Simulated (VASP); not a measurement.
# SnTe (Fmm2) in VASP: notebook, part 2 of 2

VASP 6.6.1. The steps go on from the part before.

### 4 Single point, LDA (mode 4 frozen in at -0.170 Å, strain +e along z and -e/2 along x and y -0.0467)

File INCAR:

```
SYSTEM = SnTe
ALGO = Normal
EDIFF = 1E-6
ENCUT = 520
ISIF = 2
ISMEAR = 0
LASPH = .True.
LCHARG = .False.
LREAL = .False.
LWAVE = .False.
NBANDS = 17
NELM = 80
PREC = Accurate
SIGMA = 0.03
```

File KPOINTS:

```
k-points
0
Gamma
  10 10 10
  0 0 0
```

File POSCAR:

```
SnTe
1.0
    0.0000000000      3.1913771283      2.9729220857
    3.1913771283      0.0000000000      2.9729220857
    3.1913771283      3.1913771283      0.0000000000
Sn Te
1 1
Direct
    0.0272561802     -0.0272561802     -0.0272561802
    0.4746427810      0.5253572190      0.5253572190
```

Potentials or basis: VASP PAW LDA potentials, release 64 (Sn_d, Te).

On the command line:

```sh
cat potpaw_LDA.64/Sn_d/POTCAR potpaw_LDA.64/Te/POTCAR > POTCAR
mpirun -np 1 vasp_std > vasp.out
```

OUTCAR:

```text
SYSTEM = SnTe
   EDIFF = 1E-6
   ENCUT = 520
   ISIF = 2
   ISMEAR = 0
   LASPH = .True.
   LREAL = .False.
   NELM = 80
   PREC = Accurate

 ion  position               nearest neighbor table
   1  0.027  0.973  0.973-   2 2.86   2 2.99   2 2.99   2 3.21   2 3.21   2 3.53
   2  0.475  0.525  0.525-   1 2.86   1 2.99   1 2.99   1 3.21   1 3.21   1 3.53

  LATTYP: Found a body centered tetragonal cell.
 ALAT       =     4.5132888175
 C/A-ratio  =     1.3174083051

  Lattice vectors:

 A1 = (   0.0000000000,  -3.1913771283,  -2.9729220857)
 A2 = (   0.0000000000,   3.1913771283,  -2.9729220857)
 A3 = (   3.1913771283,   0.0000000000,   2.9729220857)

Analysis of symmetry for initial positions (statically):
=====================================================================
 Subroutine PRICEL returns:
 Original cell was already a primitive cell.

 Routine SETGRP: Setting up the symmetry group for a
 body centered tetragonal supercell.

 Subroutine GETGRP returns: Found  4 space group operations
 (whereof  4 operations were pure point group operations)
 out of a pool of 16 trial point group operations.

The static configuration has the point symmetry C_2v.

Analysis of symmetry for dynamics (positions and initial velocities):
=====================================================================
 Subroutine PRICEL returns:
 Original cell was already a primitive cell.

 Routine SETGRP: Setting up the symmetry group for a
 body centered tetragonal supercell.

 Subroutine GETGRP returns: Found  4 space group operations
 (whereof  4 operations were pure point group operations)
 out of a pool of 16 trial point group operations.

The dynamic configuration has the point symmetry C_2v.

 Subroutine INISYM returns: Found  4 space group operations
 (whereof  4 operations are pure point group operations),
 and found     1 'primitive' translations

----------------------------------------------------------------------------------------

                                     Primitive cell

  volume of cell :      60.5578

  direct lattice vectors                    reciprocal lattice vectors
     0.000000000  3.191377128  2.972922086    -0.156672176  0.156672176  0.168184697
     3.191377128  0.000000000  2.972922086     0.156672176 -0.156672176  0.168184697
     3.191377128  3.191377128  0.000000000     0.156672176  0.156672176 -0.168184697

  length of vectors
     4.361554047  4.361554047  4.513288817     0.278169793  0.278169793  0.278169793

  position of ions in fractional coordinates (direct lattice)
     0.027256180  0.972743820  0.972743820
     0.474642781  0.525357219  0.525357219

  ion indices of the primitive-cell ions
   primitive index   ion index
                 1           1
                 2           2

----------------------------------------------------------------------------------------

 KPOINTS: k-points

Automatic generation of k-mesh.
 Grid dimensions read from file:
 generate k-points for:   10   10   10

 Generating k-lattice:

  Cartesian coordinates                     Fractional coordinates (reciprocal lattice)
    -0.015667218  0.015667218  0.016818470     0.100000000 -0.000000000  0.000000000
     0.015667218 -0.015667218  0.016818470    -0.000000000  0.100000000  0.000000000
     0.015667218  0.015667218 -0.016818470     0.000000000  0.000000000  0.100000000

  Length of vectors
     0.027816979  0.027816979  0.027816979

  Shift w.r.t. Gamma in fractional coordinates (k-lattice)
     0.000000000  0.000000000  0.000000000

 Subroutine IBZKPT returns following result:
 ===========================================

 Found    171 irreducible k-points:

 Following reciprocal coordinates:
            Coordinates               Weight
  0.000000  0.000000  0.000000      1.000000
  0.100000  0.000000  0.000000      8.000000
  0.200000  0.000000  0.000000      8.000000
  0.300000  0.000000  0.000000      8.000000
  0.400000  0.000000  0.000000      8.000000
  0.500000  0.000000  0.000000      4.000000
[... 16 lines left out ...]
  0.300000  0.300000  0.000000      2.000000
  0.400000  0.300000  0.000000      8.000000
 [... further k-points ...]
   k-points           NKPTS =    171   k-points in BZ     NKDIM =    171   number of bands    NBANDS=     17
   number of dos      NEDOS =    301   number of ions     NIONS =      2
   total plane-waves  NPLWV =  36864
   dimension x,y,z NGX =    32 NGY =   32 NGZ =   36
   dimension x,y,z NGXF=    64 NGYF=   64 NGZF=   72
   ions per type =               1   1
   NGX,Y,Z   is equivalent  to a cutoff of  12.20, 12.20, 13.26 a.u.
   NGXF,Y,Z  is equivalent  to a cutoff of  24.39, 24.39, 26.52 a.u.
 SYSTEM =  SnTe
   PREC   = accura    normal or accurate (medium, high low for compatibility)
   ISTART =      0    job   : 0-new  1-cont  2-samecut
   ICHARG =      2    charge: 1-file 2-atom 10-const
   ISPIN  =      1    spin polarized calculation?
   LNONCOLLINEAR =      F non collinear calculations
   LSORBIT =      F    spin-orbit coupling
   LASPH  =      T    aspherical Exc in radial PAW
   ENCUT  =  520.0 eV  38.22 Ry    6.18 a.u.   8.11  8.11  8.39*2*pi/ulx,y,z
   NELM   =     80;   NELMIN=  2; NELMDL= -5     # of ELM steps
   EDIFF  = 0.1E-05   stopping-criterion for ELM
   LREAL  =      F    real-space projection
   EDIFFG = 0.1E-04   stopping-criterion for IOM
   NSW    =      0    number of steps for IOM
   IBRION =     -1    ionic relax: 0-MD 1-quasi-New 2-CG
   NFREE  =      0    steps in history (QN), initial steepest desc. (CG)
   ISIF   =      2    stress and relaxation
   ISYM   =      2    0-nonsym 1-usesym 2-fastsym
   POTIM  = 0.5000    time-step for ionic-motion
   TEBEG  =    0.0;   TEEND  =   0.0 temperature during run
   PSTRESS=    0.0 pullay stress
   NELECT =      20.0000    total number of electrons
   NUPDOWN=      -1.0000    fix difference up-down
   EMIN   =  10.00;   EMAX   =-10.00  energy-range for DOS
   EFERMI =   0.00;   METHOD = LEGACY
   ISMEAR =     0;   SIGMA  =   0.03  broadening in eV -4-tet -1-fermi 0-gaus
   EFERMI_NEDOS =   21; number of points for ismear=-14 and -15
   IALGO  =     38    algorithm
   IMIX   =      4    mixing-type and parameters
     AMIX     =   0.40;   BMIX     =  1.00
     AMIX_MAG =   1.60;   BMIX_MAG =  1.00
  volume/ion in A,a.u.               =      30.28       204.33
  Fermi-wavevector in a.u.,A,eV,Ry     =   1.131605  2.138424 17.422670  1.280530
  Thomas-Fermi vector in A             =   2.268304
   LORBIT       =      0    0 simple, 1 ext, 2 COOP (PROOUT), +10 PAW based schemes
   GGA     = CA    functional components
   LHFCALC =     F    Hartree Fock is set to
   AEXX    =    0.0000 exact exchange contribution
   IVDW    =     0    specifies the selected vdW correction
   LEPSILON=     F    determine dielectric tensor
   LRPA    =     F    only Hartree local field effects (RPA)
 non-spin polarized calculation
 Gauss-broadening in eV      SIGMA  =   0.03
  energy-cutoff  :      520.00
  volume of cell :       60.56
 maximum number of plane-waves:      1647
   NGX = 17   NGY = 17   NGZ = 17

 number of electron      20.0000002 magnetization

 Free energy of the ion-electron system (eV)
  ---------------------------------------------------
  ext. energy  EPLUGINS =         0.00000000
  ---------------------------------------------------
  free energy    TOTEN  =        -8.70250414 eV

  energy without entropy =       -8.70250414  energy(sigma->0) =       -8.70250414

 E-fermi :   7.3136     XC(G=0):  -9.8588

 val. band max:        7.2022149905   @ k =  -0.0000  -0.2000   0.2000
 cond. band min:       7.4282176137   @ k =  -0.4000   0.2000   0.1000
 fundamental gap:      0.2260026232
 Fermi energy:         7.3135605032

 k-point     1 :       0.0000    0.0000    0.0000
  band No.  band energies     occupation
      1     -14.5978      2.00000
      2     -14.5851      2.00000
      3     -14.5783      2.00000
      4     -14.5761      2.00000
      5     -14.5668      2.00000
      6      -6.0334      2.00000
[... 9 lines left out ...]
     16      12.9410      0.00000
     17      13.7485      0.00000
[... 441 lines left out ...]
 k-point    24 :       0.4000    0.3000    0.0000
  band No.  band energies     occupation
      1     -14.6055      2.00000
      2     -14.5920      2.00000
      3     -14.5824      2.00000
      4     -14.5649      2.00000
      5     -14.5547      2.00000
      6      -4.6228      2.00000
[... 9 lines left out ...]
     16      15.9756      0.00000
     17      17.3725      0.00000

 [... further k-points ...]

------------------------ aborting loop because EDIFF is reached ----------------------------------------

  FORCE on cell =-STRESS in cart. coord.  units (eV):
  Direction    XX          YY          ZZ          XY          YZ          ZX
  --------------------------------------------------------------------------------------
  -------------------------------------------------------------------------------------
  Total        0.4353645     -1.0313012      3.1546167      0.0000000      0.0000000      0.0000000
  in kB       11.5184429    -27.2851493     83.4617339      0.0000000      0.0000000      0.0000000
  external PRESSURE =      22.5650091 kB  Pullay stress =       0.0000000 kB

 VOLUME and BASIS-vectors are now :
 -----------------------------------------------------------------------------
  energy-cutoff  :      520.00
  volume of cell :       60.56
      direct lattice vectors                 reciprocal lattice vectors
     0.000000000  3.191377128  2.972922086    -0.156672176  0.156672176  0.168184697
     3.191377128  0.000000000  2.972922086     0.156672176 -0.156672176  0.168184697
     3.191377128  3.191377128  0.000000000     0.156672176  0.156672176 -0.168184697

 POSITION                                       TOTAL-FORCE (eV/Angst)
 -----------------------------------------------------------------------------------
      6.20878      3.19138      2.97292         0.427949      0.000000      0.000000
      3.35323      3.19138      2.97292        -0.427949      0.000000      0.000000
 -----------------------------------------------------------------------------------
    total drift:                               -0.000621      0.000034      0.000000

  FREE ENERGIE OF THE ION-ELECTRON SYSTEM (eV)
  ---------------------------------------------------
  free  energy   TOTEN  =        -8.7025041418 eV

  energy  without entropy=       -8.7025041417  energy(sigma->0) =       -8.70250414
```

OSZICAR:

```text
N       E                     dE             d eps       ncg     rms          rms(c)
DAV:   1     0.124854043152E+03    0.12485E+03   -0.93492E+03  5832   0.144E+03
DAV:   2     0.289105307261E+01   -0.12196E+03   -0.11862E+03  6192   0.334E+02
DAV:   3    -0.842709224956E+01   -0.11318E+02   -0.11218E+02  7355   0.905E+01
DAV:   4    -0.874775892723E+01   -0.32067E+00   -0.32042E+00  6948   0.158E+01
DAV:   5    -0.876031678657E+01   -0.12558E-01   -0.12557E-01  8547   0.304E+00    0.574E+00
DAV:   6    -0.871114495231E+01    0.49172E-01   -0.80577E-02  7808   0.203E+00    0.363E+00
DAV:   7    -0.870350351704E+01    0.76414E-02   -0.42262E-02  7621   0.112E+00    0.518E-01
DAV:   8    -0.870247593646E+01    0.10276E-02   -0.67361E-03  7458   0.614E-01    0.191E-01
DAV:   9    -0.870250676520E+01   -0.30829E-04   -0.45739E-04  6882   0.156E-01    0.472E-02
DAV:  10    -0.870250361125E+01    0.31539E-05   -0.28272E-05  7656   0.406E-02    0.206E-02
DAV:  11    -0.870250414183E+01   -0.53057E-06   -0.57202E-06  7559   0.231E-02
   1 F= -.87025041E+01 E0= -.87025041E+01  d E =-.131887E-09
```

Run time: 51 s. Hardware: 1 thread of Intel Xeon 6975P-C (Granite Rapids), shared host; peak memory 0.29 GiB.

What came out:

```
Free energy            : -8.7025 eV
Pressure               : 2.3 GPa
Largest force          : 0.428 eV/Å
Band gap on the k mesh : 0.23 eV, indirect (least direct gap 0.40 eV)
```

Forces on the atoms (eV/Å):
```
Sn   0.428  0.000  0.000
Te  -0.428  0.000  0.000
```

Caveat: the cell differs from its parent crystal (mode 4 frozen in at -0.170 Å, strain +e along z and -e/2 along x and y -0.0467); spin-orbit coupling is left out, which moves the levels of the heavy elements.

### 5 Single point, LDA (mode 4 frozen in at -0.170 Å, strain +e along z and -e/2 along x and y +0.0467)

File INCAR:

```
SYSTEM = SnTe
  ALGO = Normal
  EDIFF = 1E-7
  ENCUT = 520
  GGA = CA
  ISIF = 2
  ISMEAR = 0
  LASPH = .True.
  LCHARG = .False.
  LREAL = .False.
  LWAVE = .False.
  NBANDS = 17
  NELM = 60
  PREC = Accurate
  SIGMA = 0.03
```

KPOINTS is that of step 4.

File POSCAR:

```
SnTe
1.0
    0.0000000000      3.0457404333      3.2641954759
    3.0457404333      0.0000000000      3.2641954759
    3.0457404333      3.0457404333      0.0000000000
Sn Te
1 1
Direct
    0.0272561802     -0.0272561802     -0.0272561802
    0.4746427810      0.5253572190      0.5253572190
```

Potentials or basis: VASP PAW LDA potentials, release 64 (Sn_d, Te).

On the command line:

```sh
cat potpaw_LDA.64/Sn_d/POTCAR potpaw_LDA.64/Te/POTCAR > POTCAR
mpirun -np 1 vasp_std > vasp.out
```

OUTCAR:

```text
SYSTEM = SnTe
   EDIFF = 1E-7
   ENCUT = 520
   GGA = CA
   ISIF = 2
   ISMEAR = 0
   LASPH = .True.
   LREAL = .False.
   NELM = 60
   PREC = Accurate

 ion  position               nearest neighbor table
   1  0.027  0.973  0.973-   2 2.73   2 3.06   2 3.06   2 3.28   2 3.28   2 3.37
   2  0.475  0.525  0.525-   1 2.73   1 3.06   1 3.06   1 3.28   1 3.28   1 3.37

  LATTYP: Found a body centered tetragonal cell.
 ALAT       =     4.3073274282
 C/A-ratio  =     1.5156477098

  Lattice vectors:

[... 668 lines left out ...]
------------------------ aborting loop because EDIFF is reached ----------------------------------------

  FORCE on cell =-STRESS in cart. coord.  units (eV):
  Direction    XX          YY          ZZ          XY          YZ          ZX
  --------------------------------------------------------------------------------------
  -------------------------------------------------------------------------------------
  Total        3.3678588      1.4973719     -1.7496308      0.0000000      0.0000000      0.0000000
  in kB       89.0989387     39.6139675    -46.2876421      0.0000000      0.0000000      0.0000000
  external PRESSURE =      27.4750880 kB  Pullay stress =       0.0000000 kB

 VOLUME and BASIS-vectors are now :
 -----------------------------------------------------------------------------
  energy-cutoff  :      520.00
  volume of cell :       60.56
      direct lattice vectors                 reciprocal lattice vectors
     0.000000000  3.045740433  3.264195476    -0.164163694  0.164163694  0.153177101
     3.045740433  0.000000000  3.264195476     0.164163694 -0.164163694  0.153177101
     3.045740433  3.045740433  0.000000000     0.164163694  0.164163694 -0.153177101

 POSITION                                       TOTAL-FORCE (eV/Angst)
 -----------------------------------------------------------------------------------
      5.92545      3.04574      3.26420         1.027633      0.000000      0.000000
      3.20020      3.04574      3.26420        -1.027633      0.000000      0.000000
 -----------------------------------------------------------------------------------
    total drift:                               -0.000116     -0.000012      0.000034

  FREE ENERGIE OF THE ION-ELECTRON SYSTEM (eV)
  ---------------------------------------------------
  free  energy   TOTEN  =        -8.6430221474 eV

  energy  without entropy=       -8.6430221474  energy(sigma->0) =       -8.64302215
```

OSZICAR:

```text
N       E                     dE             d eps       ncg     rms          rms(c)
DAV:   1     0.125964828765E+03    0.12596E+03   -0.93676E+03  5843   0.144E+03
DAV:   2     0.332391431777E+01   -0.12264E+03   -0.11927E+03  6224   0.336E+02
DAV:   3    -0.834860553467E+01   -0.11673E+02   -0.11547E+02  7396   0.915E+01
DAV:   4    -0.869176939645E+01   -0.34316E+00   -0.34289E+00  6886   0.162E+01
DAV:   5    -0.870485114776E+01   -0.13082E-01   -0.13081E-01  8498   0.311E+00    0.580E+00
DAV:   6    -0.865290522327E+01    0.51946E-01   -0.80988E-02  7773   0.206E+00    0.364E+00
DAV:   7    -0.864399586355E+01    0.89094E-02   -0.45845E-02  7639   0.125E+00    0.507E-01
DAV:   8    -0.864299104991E+01    0.10048E-02   -0.72168E-03  7476   0.648E-01    0.200E-01
DAV:   9    -0.864302581097E+01   -0.34761E-04   -0.49660E-04  6934   0.154E-01    0.497E-02
DAV:  10    -0.864302179211E+01    0.40189E-05   -0.29750E-05  7637   0.417E-02    0.207E-02
DAV:  11    -0.864302237508E+01   -0.58297E-06   -0.60911E-06  7678   0.234E-02    0.452E-03
DAV:  12    -0.864302214349E+01    0.23158E-06   -0.96374E-07  7531   0.102E-02    0.191E-03
DAV:  13    -0.864302214738E+01   -0.38854E-08   -0.13238E-07  4291   0.306E-03
   1 F= -.86430221E+01 E0= -.86430221E+01  d E =-.128089E-17
```

Run time: 61 s. Hardware: 1 thread of Intel Xeon 6975P-C (Granite Rapids), shared host; peak memory 0.3 GiB.

What came out:

- Free energy: -8.6430 eV
- Pressure: 2.7 GPa
- Largest force: 1.028 eV/Å
- Band gap on the k mesh: 0.35 eV, indirect (least direct gap 0.58 eV)

Forces in eV/Å, atoms in the order of the input:
```
Sn   1.028  0.000  0.000
Te  -1.028  0.000  0.000
```

Levels at points of the mesh, in eV from the valence-band top:
| k point | band 8 | band 9 | band 10 | band 11 | band 12 | band 13 |
| --- | --- | --- | --- | --- | --- | --- |
| (0.00, 0.00, 0.00) | -2.44 | -2.14 | -1.47 | 2.19 | 3.15 | 4.45 |
| (0.50, 0.00, 0.00) | -2.03 | -1.79 | -0.22 | 0.44 | 0.90 | 1.30 |
| (0.50, 0.50, 0.00) | -5.51 | -3.52 | -3.44 | 1.89 | 5.83 | 5.90 |
| (0.50, 0.00, 0.50) | -5.65 | -3.96 | -3.24 | 1.62 | 4.81 | 6.46 |
| (0.00, 0.50, 0.50) | -4.79 | -4.14 | -3.37 | 2.23 | 4.35 | 6.14 |

Caveat: the cell differs from its parent crystal (mode 4 frozen in at -0.170 Å, strain +e along z and -e/2 along x and y +0.0467); spin-orbit coupling is left out, which moves the levels of the heavy elements; forces of over 1 eV/Å act on the atoms, so gaps and moduli don't describe the material at rest.

### 6 The runs side by side

| cell | gap on the mesh (eV) | pressure (GPa) | largest force (eV/Å) |
| --- | --- | --- | --- |
| a = 4.385, b = 4.385, c = 4.462 Å, angles 59.4, 59.4, 61.2°, 2 atoms | 0.44 | 0.9 | 0.19 |
| a = 4.362, b = 4.362, c = 4.513 Å, angles 58.8, 58.8, 62.3°, 2 atoms | 0.23 | 2.3 | 0.43 |
| a = 4.464, b = 4.464, c = 4.307 Å, angles 61.2, 61.2, 57.7°, 2 atoms | 0.35 | 2.7 | 1.03 |

Some of these runs hold the atoms at other places in the same cell, which the table doesn't show; runs alike in all that it shows share one row.

Alike in all rows: task single point; level LDA; potentials or basis VASP PAW LDA potentials, release 64 (Sn_d, Te); no spin polarisation; k mesh 10 × 10 × 10; cutoff (eV) 520; smearing gaussian 0.03 eV.

Caveats: spin-orbit coupling is left out, which moves the levels of the heavy elements; forces of over 1 eV/Å act on the atoms, so gaps and moduli don't describe the material at rest (some runs).

Total energies depend on the potentials used, so only differences within one code and one set of settings carry meaning.
